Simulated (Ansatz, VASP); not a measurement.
BaY in VASP and in Ansatz

```
Ba Y
1.0
     3.85318    0.00000    0.00000
     0.00000    3.85318    0.00000
     0.00000    0.00000    5.77946
Ba Y
1 1
Cartesian
  0.0000 0.0000 0.0000
  1.9266 1.9266 2.8897
```

Alike in both runs: functional PBE; k mesh 11 × 11 × 8; occupations fermi-dirac, width 0.03 eV; no spin polarisation.

Ansatz relaxed the structure, and its values are those at the end. VASP's run is a single point on that final structure, the one shown.

```csv
,VASP,Ansatz
version,VASP 6.6.1,Ansatz 0.2.0
potentials or method,"VASP PAW PBE potentials, release 64 (Ba_sv, Y_sv)","PAW with Ansatz's default frozen-core files, scalar-relativistic"
plane-wave cutoff (eV),520,420
valence electrons in the cell,21,21
```

Ansatz gave:

* pressure (GPa): 0.0

Task: Which values does VASP return?

Result: Pressure (GPa): 0.1.

Neither program's run includes spin-orbit coupling.
